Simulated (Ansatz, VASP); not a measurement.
One calculation of Ti, two programs

```
Ti
1.0
     2.93592    0.00000    0.00000
    -1.46796    2.54258    0.00000
     0.00000    0.00000    4.63564
Ti
2
Direct
  0.33333 0.66667 0.25000
  0.66667 0.33333 0.75000
```

Alike in both runs: functional r2SCAN; k mesh 18 × 18 × 10; occupations gaussian, width 0.1 eV; no spin polarisation.

Ansatz relaxed the structure, and its values are those at the end. VASP's run is a single point on that final structure, the one shown.

|  | VASP | Ansatz |
| --- | --- | --- |
| version | VASP 6.6.1 | Ansatz 0.2.0 |
| potentials or method | VASP PAW PBE potentials, release 64 (Ti_sv), cutoff 520 eV | scalar-relativistic, plane waves, PAW |
| valence electrons in the cell | 24 | 24 |

```csv
,VASP,Ansatz,Ansatz less VASP
gap on the k mesh at the Fermi level (eV),none,none,-
pressure (GPa),0.4,0.0,-0.36
```

VASP's potentials were made for PBE, not for r2SCAN. A gap of «none» marks a metal or a gap that the smearing closes. With one functional, cell and mesh, what is left measures potentials, basis and numerics.
